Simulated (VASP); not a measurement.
Set up this calculation in VASP 6.6.1, as the native input.

```
Task                   : single point
Functional             : PBE
Potentials or basis    : VASP PAW PBE potentials, release 64 (Al)
Cutoff                 : 500 eV
k mesh                 : 11 × 11 × 11
Occupations            : fermi-dirac, width 0.0612256 eV
Spin                   : no spin polarisation
Dipole correction      : no
Further INCAR settings : ALGO = Normal; EDIFF = 1e-06; NBANDS = 10
```

The structure of Al lies in POSCAR:

```
Al
1.0
    0.0000000000      3.0020400827      3.0020400827
    3.0020400827      0.0000000000      3.0020400827
    3.0020400827      3.0020400827      0.0000000000
Al
2
Direct
    0.0000000000      0.0000000000      0.0000000000
    0.2500000000      0.2500000000      0.2500000000
```

One way to write it, as run:

INCAR

```
SYSTEM = Al
PREC = Accurate ; ENCUT = 500
EDIFF = 1E-6 ; ISMEAR = -1
SIGMA = 0.06122561905347299 ; LREAL = .FALSE.
LASPH = .TRUE. ; NELM = 120
ALGO = Normal ; ISIF = 2
LWAVE = .FALSE. ; LCHARG = .FALSE.
GGA = PE ; NBANDS = 10
GGA_COMPAT = .FALSE.
```

KPOINTS

```
regular mesh
0
G
  11 11 11
  0 0 0
```

Potentials or basis: VASP PAW PBE potentials, release 64 (Al).

The run is started by

```console
$ cat potpaw_PBE.64/Al/POTCAR > POTCAR
$ mpirun -np 1 vasp_std > vasp.out
```

It gave:

```yaml
Pressure: 0.8 GPa
Band_gap_on_the_k_mesh: zero (band 3 reaches 5.06 eV, above the bottom of band 4 at 1.86 eV)
```

Wall time 36 s on 1 thread of AMD EPYC 7R13, on a shared host, peak memory 0.14 GiB.
